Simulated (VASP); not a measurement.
Input of a VASP 6.6.1 run:

Contents of INCAR:

```
  ALGO = Normal
  EDIFF = 1E-6
  ENCUT = 520
  GGA = PE
  ISIF = 2
  ISMEAR = 0
  LASPH = True
  LCHARG = False
  LREAL = False
  LWAVE = False
  NBANDS = 26
  NELM = 60
  PREC = Accurate
  SIGMA = 0.1
```

KPOINTS

```
k-points
0
Gamma
  12 12 8
```

File POSCAR:

```
GaSb
1.0
    3.0766661878      3.0766661878      0.0000000000
   -3.0766661878      3.0766661878      0.0000000000
    0.0000000000      0.0000000000      6.4641067379
Ga Sb
2 2
Direct
    0.0000000000      0.0000000000      0.0000000000
    0.5000000000      0.5000000000      0.5000000000
    0.5000000000      0.0000000000      0.2500000000
    0.0000000000      0.5000000000      0.7500000000
```

Potentials or basis: VASP PAW PBE potentials, release 64 (Ga_d, Sb).

Launch:

```bash
$ cat potpaw_PBE.64/Ga_d/POTCAR potpaw_PBE.64/Sb/POTCAR > POTCAR
$ mpirun -np 1 vasp_std > vasp.out
```

What does it give for the band gap on the k mesh?

Zero (filled and empty bands touch).

Estimate the pressure.

-0.8 GPa.

Stress tensor (GPa, compression positive):
```
-0.06  0.00  0.00
 0.00 -0.06  0.00
 0.00  0.00 -2.27
```

Caveat: the cell differs from its parent crystal (uniaxial strain along c: +4.0 %); semilocal functionals underestimate gaps, so a narrow gap can read as zero; spin-orbit coupling is left out, which moves the levels of the heavy elements.
